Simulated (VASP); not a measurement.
# BaTiO3 (Amm2) in VASP: notebook

BaTiO3 is run at these levels: LDA, PBE; tasks: single point.

Everything below comes from runs of VASP 6.6.1. Logs are shortened: lines on timing, memory, paths and dates and some standing lists are left out, and cuts for length are marked.

## 1. The cell of the first run

Symmetry: Amm2, No. 38, orthorhombic system. The conventional cell has a = 3.963 Å, b = 5.715 Å, c = 5.748 Å, α = 90.00°, β = 90.00°, γ = 90.00°. Ba (site symmetry mm2) has 12 O at 2.77 to 2.98 Å and 8 Ti at 3.42 to 3.57 Å within 3.7 Å. Ti (site symmetry mm2) has 6 O at 1.85 to 2.21 Å within 2.5 Å. O (site symmetry mm2) has 2 Ti at 1.99 Å within 2.6 Å. Within 2.5 Å of O (site symmetry m) lie 2 Ti at 1.85 to 2.21 Å.

## 2. Single point, LDA

INCAR reads:

```
  PREC = Accurate
  ENCUT = 520
  EDIFF = 1E-6
  ISMEAR = 0
  SIGMA = 0.01
  LREAL = False
  LASPH = True
  NELM = 60
  ALGO = Normal
  ISIF = 2
  LWAVE = False
  LCHARG = False
  NBANDS = 28
```

KPOINTS reads:

```
regular mesh
0
Gamma
  6 6 6
```

POSCAR reads:

```
BaTiO3
1.0
    3.9634143856      0.0000000000      0.0000000000
    0.0000000000      2.8577462235      2.8742108777
    0.0000000000     -2.8577462235      2.8742108777
Ba Ti O
1 1 3
Direct
    0.0000000000      0.0084123025      0.0084123025
    0.5000000000      0.5239607255      0.5239607255
    0.0000000000      0.4903884368      0.4903884368
    0.5000000000      0.4939726215      0.9801459137
    0.5000000000      0.9801459137      0.4939726215
```

Potentials or basis: VASP PAW LDA potentials, release 64 (Ba_sv, Ti_sv, O).

Launch:

```console
$ cat potpaw_LDA.64/Ba_sv/POTCAR potpaw_LDA.64/Ti_sv/POTCAR potpaw_LDA.64/O/POTCAR > POTCAR
$ mpirun -np 1 vasp_std > vasp.out
```

OUTCAR:

```text
PREC = Accurate
   ENCUT = 520
   EDIFF = 1E-6
   ISMEAR = 0
   LREAL = False
   LASPH = True
   NELM = 60
   ISIF = 2

 ion  position               nearest neighbor table
   1  0.000  0.008  0.008-   3 2.77   4 2.79   5 2.79   4 2.79   5 2.79   3 2.86   3 2.86   5 2.88
                             4 2.88   5 2.88   4 2.88   3 2.98   2 3.42   2 3.42   2 3.48   2 3.48
   2  0.500  0.524  0.524-   4 1.85   5 1.85   3 1.99   3 1.99   5 2.21   4 2.21   1 3.42   1 3.42
                             1 3.48   1 3.48   1 3.48   1 3.48   1 3.57   1 3.57
   3  0.000  0.490  0.490-   2 1.99   2 1.99   1 2.77   1 2.86   1 2.86   1 2.98
   4  0.500  0.494  0.980-   2 1.85   2 2.21   1 2.79   1 2.79   1 2.88   1 2.88
   5  0.500  0.980  0.494-   2 1.85   2 2.21   1 2.79   1 2.79   1 2.88   1 2.88

  LATTYP: Found a base centered orthorhombic cell.
 ALAT       =     5.7154924470
 B/A-ratio  =     1.0057614123
 C/A-ratio  =     0.6934510757

  Lattice vectors:

 A1 = (   0.0000000000,   2.8577462235,  -2.8742108777)
 A2 = (   0.0000000000,   2.8577462235,   2.8742108777)
 A3 = (   3.9634143856,   0.0000000000,   0.0000000000)

Analysis of symmetry for initial positions (statically):
=====================================================================
 Subroutine PRICEL returns:
 Original cell was already a primitive cell.

 Routine SETGRP: Setting up the symmetry group for a
 base centered orthorhombic supercell.

 Subroutine GETGRP returns: Found  4 space group operations
 (whereof  4 operations were pure point group operations)
 out of a pool of  8 trial point group operations.

The static configuration has the point symmetry C_2v.

Analysis of symmetry for dynamics (positions and initial velocities):
=====================================================================
 Subroutine PRICEL returns:
 Original cell was already a primitive cell.

 Routine SETGRP: Setting up the symmetry group for a
 base centered orthorhombic supercell.

 Subroutine GETGRP returns: Found  4 space group operations
 (whereof  4 operations were pure point group operations)
 out of a pool of  8 trial point group operations.

The dynamic configuration has the point symmetry C_2v.

 Subroutine INISYM returns: Found  4 space group operations
 (whereof  4 operations are pure point group operations),
 and found     1 'primitive' translations

----------------------------------------------------------------------------------------

                                     Primitive cell

  volume of cell :      65.1091

  direct lattice vectors                    reciprocal lattice vectors
     3.963414386  0.000000000  0.000000000     0.252307708  0.000000000  0.000000000
     0.000000000  2.857746223  2.874210878     0.000000000  0.174963052  0.173960792
     0.000000000 -2.857746223  2.874210878     0.000000000 -0.174963052  0.173960792

  length of vectors
     3.963414386  4.053122457  4.053122457     0.252307708  0.246727434  0.246727434

  position of ions in fractional coordinates (direct lattice)
     0.000000000  0.008412302  0.008412302
     0.500000000  0.523960725  0.523960725
     0.000000000  0.490388437  0.490388437
     0.500000000  0.493972621  0.980145914
     0.500000000  0.980145914  0.493972621

  ion indices of the primitive-cell ions
   primitive index   ion index
                 1           1
                 2           2
                 3           3
                 4           4
                 5           5

----------------------------------------------------------------------------------------

 KPOINTS: regular mesh

Automatic generation of k-mesh.
 Grid dimensions read from file:
 generate k-points for:    6    6    6

 Generating k-lattice:

  Cartesian coordinates                     Fractional coordinates (reciprocal lattice)
     0.042051285  0.000000000  0.000000000     0.166666667  0.000000000  0.000000000
     0.000000000  0.029160509  0.028993465     0.000000000  0.166666667  0.000000000
     0.000000000 -0.029160509  0.028993465     0.000000000  0.000000000  0.166666667

  Length of vectors
     0.042051285  0.041121239  0.041121239

  Shift w.r.t. Gamma in fractional coordinates (k-lattice)
     0.000000000  0.000000000  0.000000000

 Subroutine IBZKPT returns following result:
 ===========================================

 Found     52 irreducible k-points:

 Following reciprocal coordinates:
            Coordinates               Weight
  0.000000  0.000000  0.000000      1.000000
  0.166667  0.000000  0.000000      2.000000
  0.333333  0.000000  0.000000      2.000000
  0.500000  0.000000  0.000000      1.000000
  0.000000  0.166667 -0.000000      4.000000
  0.166667  0.166667 -0.000000      8.000000
[... 16 lines left out ...]
  0.333333  0.333333  0.166667      8.000000
  0.500000  0.333333  0.166667      4.000000
 [... further k-points ...]
   k-points           NKPTS =     52   k-points in BZ     NKDIM =     52   number of bands    NBANDS=     28
   number of dos      NEDOS =    301   number of ions     NIONS =      5
   total plane-waves  NPLWV =  27000
   dimension x,y,z NGX =    30 NGY =   30 NGZ =   30
   dimension x,y,z NGXF=    60 NGYF=   60 NGZF=   60
   ions per type =               1   1   3
   NGX,Y,Z   is equivalent  to a cutoff of  12.58, 12.31, 12.31 a.u.
   NGXF,Y,Z  is equivalent  to a cutoff of  25.17, 24.61, 24.61 a.u.
 SYSTEM =  unknown system
   PREC   = accura    normal or accurate (medium, high low for compatibility)
   ISTART =      0    job   : 0-new  1-cont  2-samecut
   ICHARG =      2    charge: 1-file 2-atom 10-const
   ISPIN  =      1    spin polarized calculation?
   LNONCOLLINEAR =      F non collinear calculations
   LSORBIT =      F    spin-orbit coupling
   LASPH  =      T    aspherical Exc in radial PAW
   ENCUT  =  520.0 eV  38.22 Ry    6.18 a.u.   7.37  7.54  7.54*2*pi/ulx,y,z
   NELM   =     60;   NELMIN=  2; NELMDL= -5     # of ELM steps
   EDIFF  = 0.1E-05   stopping-criterion for ELM
   LREAL  =      F    real-space projection
   EDIFFG = 0.1E-04   stopping-criterion for IOM
   NSW    =      0    number of steps for IOM
   IBRION =     -1    ionic relax: 0-MD 1-quasi-New 2-CG
   NFREE  =      0    steps in history (QN), initial steepest desc. (CG)
   ISIF   =      2    stress and relaxation
   ISYM   =      2    0-nonsym 1-usesym 2-fastsym
   POTIM  = 0.5000    time-step for ionic-motion
   TEBEG  =    0.0;   TEEND  =   0.0 temperature during run
   PSTRESS=    0.0 pullay stress
   NELECT =      40.0000    total number of electrons
   NUPDOWN=      -1.0000    fix difference up-down
   EMIN   =  10.00;   EMAX   =-10.00  energy-range for DOS
   EFERMI =   0.00;   METHOD = LEGACY
   ISMEAR =     0;   SIGMA  =   0.01  broadening in eV -4-tet -1-fermi 0-gaus
   EFERMI_NEDOS =   21; number of points for ismear=-14 and -15
   IALGO  =     38    algorithm
   IMIX   =      4    mixing-type and parameters
     AMIX     =   0.40;   BMIX     =  1.00
     AMIX_MAG =   1.60;   BMIX_MAG =  1.00
  volume/ion in A,a.u.               =      13.02        87.88
  Fermi-wavevector in a.u.,A,eV,Ry     =   1.391706  2.629943 26.352393  1.936846
  Thomas-Fermi vector in A             =   2.515519
   LORBIT       =      0    0 simple, 1 ext, 2 COOP (PROOUT), +10 PAW based schemes
   GGA     = CA    functional components
   LHFCALC =     F    Hartree Fock is set to
   AEXX    =    0.0000 exact exchange contribution
   IVDW    =     0    specifies the selected vdW correction
   LEPSILON=     F    determine dielectric tensor
   LRPA    =     F    only Hartree local field effects (RPA)
 non-spin polarized calculation
 Gauss-broadening in eV      SIGMA  =   0.01
  energy-cutoff  :      520.00
  volume of cell :       65.11
 maximum number of plane-waves:      1781
 NGX is ok and might be reduce to    30
   NGX = 15   NGY = 15   NGZ = 15

 number of electron      39.9999992 magnetization

 Free energy of the ion-electron system (eV)
  ---------------------------------------------------
  ext. energy  EPLUGINS =         0.00000000
  ---------------------------------------------------
  free energy    TOTEN  =       -44.11376029 eV

  energy without entropy =      -44.11376029  energy(sigma->0) =      -44.11376029

 E-fermi :   3.4950     XC(G=0): -11.6408

 val. band max:        3.3996098015   @ k =   0.5000   0.5000   0.5000
 cond. band min:       5.5548883574   @ k =   0.0000   0.0000   0.0000
 fundamental gap:      2.1552785559
 Fermi energy:         3.4949742640

 k-point     1 :       0.0000    0.0000    0.0000
  band No.  band energies     occupation
      1     -52.2257      2.00000
      2     -28.9070      2.00000
      3     -28.8989      2.00000
      4     -28.8361      2.00000
      5     -21.3380      2.00000
      6     -13.1367      2.00000
[... 20 lines left out ...]
     27       8.3857      0.00000
     28      10.3586      0.00000

 k-point     2 :       0.1667    0.0000    0.0000
  band No.  band energies     occupation
      1     -52.2254      2.00000
      2     -28.9064      2.00000
      3     -28.8983      2.00000
      4     -28.8512      2.00000
      5     -21.3071      2.00000
      6     -13.1580      2.00000
[... 20 lines left out ...]
     27       8.9033      0.00000
     28      11.0282      0.00000

 k-point     3 :       0.3333    0.0000    0.0000
  band No.  band energies     occupation
      1     -52.2247      2.00000
      2     -28.9051      2.00000
      3     -28.8971      2.00000
      4     -28.8814      2.00000
      5     -21.2440      2.00000
      6     -13.2874      2.00000
[... 20 lines left out ...]
     27      10.0240      0.00000
     28      11.5431      0.00000

 k-point     4 :       0.5000    0.0000    0.0000
  band No.  band energies     occupation
      1     -52.2244      2.00000
      2     -28.9045      2.00000
      3     -28.8964      2.00000
      4     -28.8964      2.00000
      5     -21.2117      2.00000
      6     -13.3750      2.00000
[... 578 lines left out ...]
     27      10.7262      0.00000
     28      11.6835      0.00000

 k-point    23 :       0.3333    0.3333    0.1667
  band No.  band energies     occupation
      1     -52.2238      2.00000
      2     -28.9356      2.00000
      3     -28.9105      2.00000
      4     -28.8786      2.00000
      5     -21.1703      2.00000
      6     -12.9045      2.00000
[... 20 lines left out ...]
     27      11.4545      0.00000
     28      11.6117      0.00000

 k-point    24 :       0.5000    0.3333    0.1667
  band No.  band energies     occupation
      1     -52.2235      2.00000
      2     -28.9348      2.00000
      3     -28.9097      2.00000
      4     -28.8933      2.00000
      5     -21.1469      2.00000
      6     -12.8552      2.00000
[... 20 lines left out ...]
     27      11.4439      0.00000
     28      11.8410      0.00000

 [... further k-points ...]

------------------------ aborting loop because EDIFF is reached ----------------------------------------

  FORCE on cell =-STRESS in cart. coord.  units (eV):
  Direction    XX          YY          ZZ          XY          YZ          ZX
  --------------------------------------------------------------------------------------
  -------------------------------------------------------------------------------------
  Total       -2.3595959     -2.2115103     -2.2365874      0.0000000      0.0000000      0.0000000
  in kB      -58.0639333    -54.4199046    -55.0369919      0.0000000      0.0000000      0.0000000
  external PRESSURE =     -55.8402766 kB  Pullay stress =       0.0000000 kB

 VOLUME and BASIS-vectors are now :
 -----------------------------------------------------------------------------
  energy-cutoff  :      520.00
  volume of cell :       65.11
      direct lattice vectors                 reciprocal lattice vectors
     3.963414386  0.000000000  0.000000000     0.252307708  0.000000000  0.000000000
     0.000000000  2.857746223  2.874210878     0.000000000  0.174963052  0.173960792
     0.000000000 -2.857746223  2.874210878     0.000000000 -0.174963052  0.173960792

 POSITION                                       TOTAL-FORCE (eV/Angst)
 -----------------------------------------------------------------------------------
      0.00000      0.00000      0.04836         0.000000      0.000000      0.022877
      1.98171      0.00000      3.01195         0.000000      0.000000     -0.018480
      0.00000      0.00000      2.81896         0.000000      0.000000     -0.001573
      1.98171     -1.38936      4.23693         0.000000     -0.001839     -0.001412
      1.98171      1.38936      4.23693         0.000000      0.001839     -0.001412
 -----------------------------------------------------------------------------------
    total drift:                                0.000000      0.000001     -0.000486

  FREE ENERGIE OF THE ION-ELECTRON SYSTEM (eV)
  ---------------------------------------------------
  free  energy   TOTEN  =       -44.1137602868 eV

  energy  without entropy=      -44.1137602868  energy(sigma->0) =      -44.11376029
```

It took 75 s on 1 thread of Intel Xeon Platinum 8375C at 2.90GHz (Ice Lake), shared host; peak memory 0.22 GiB.

Results:

* Free energy: -44.1138 eV
* Pressure: -5.6 GPa
* Largest force: 0.023 eV/Å
* Band gap on the k mesh: 2.16 eV (least direct gap 2.60 eV)

Forces in eV/Å, atoms in the order of the input:
```
Ba   0.000  0.000  0.023
Ti   0.000  0.000 -0.018
O    0.000  0.000 -0.002
O    0.000 -0.002 -0.001
O    0.000  0.002 -0.001
```

Caveat: the cell stands under tension; spin-orbit coupling is left out, which moves the levels of the heavy elements. A k mesh can miss the band edges.

(Part 1 of 2 ends here.)
